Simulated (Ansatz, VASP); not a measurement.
## KTaO3: VASP beside Ansatz

File INCAR:

```
SYSTEM = KTaO3
PREC = Accurate
ENCUT = 520
EDIFF = 1E-6
ISMEAR = 0
SIGMA = 0.02
LREAL = .False.
LASPH = .True.
NELM = 60
ALGO = Normal
ISIF = 2
LWAVE = .False.
LCHARG = .True.
GGA = PE
LELF = .True.
LVHAR = .True.
NBANDS = 27
```

The input KPOINTS:

```
regular mesh
0
Gamma
  8 8 8
  0 0 0
```

Contents of POSCAR:

```
KTaO3
1.0
    3.9422273881      0.0000000000      0.0000000000
    0.0000000000      3.9422273881      0.0000000000
    0.0000000000      0.0000000000      3.9422273881
K Ta O
1 1 3
Direct
    0.5000000000      0.5000000000      0.5000000000
    0.0000000000      0.0000000000      0.0000000000
    0.5000000000      0.0000000000      0.0000000000
    0.0000000000      0.5000000000      0.0000000000
    0.0000000000      0.0000000000      0.5000000000
```

Input for Ansatz:

```yaml
crystal:
  lattice:
    - [3.942227388, 0.0, 0.0]
    - [0.0, 3.942227388, 0.0]
    - [0.0, 0.0, 3.942227388]
  atoms:
    - { symbol: K, position: [0.5, 0.5, 0.5] }
    - { symbol: Ta, position: [0.0, 0.0, 0.0] }
    - { symbol: O, position: [0.5, 0.0, 0.0] }
    - { symbol: O, position: [0.0, 0.5, 0.0] }
    - { symbol: O, position: [0.0, 0.0, 0.5] }
basis:
  ecutwfc: 420
kpoints:
  mp_grid: { grid: [8, 8, 8] }
hamiltonian:
  xc: pbe
scf:
  occupations: { method: gaussian, width: 0.02 }
output:
  forces: true
  stress: true
  eigenvalues: true
```

Alike in both runs: task single point; functional PBE; k mesh 8 × 8 × 8; occupations gaussian, width 0.02 eV; no spin polarisation.

|  | VASP | Ansatz |
| --- | --- | --- |
| version | VASP 6.6.1 | Ansatz 0.2.0 |
| potentials or method | VASP PAW PBE potentials, release 64 (K_sv, Ta_pv, O), cutoff 520 eV | scalar-relativistic, plane waves, PAW |
| valence electrons in the cell | 38 | 40 |

|  | VASP | Ansatz | Ansatz less VASP |
| --- | --- | --- | --- |
| gap on the k mesh at the Fermi level (eV) | 2.25 | 2.30 | +0.050 |
| least direct gap on the mesh (eV) | 2.85 | 2.89 | +0.036 |
| pressure (GPa) | 14.2 | 13.4 | -0.81 |

VASP's potentials hold 38 valence electrons a cell and Ansatz's 40, so a difference there can come from the potentials and not from the codes.

Neither program's run includes spin-orbit coupling.
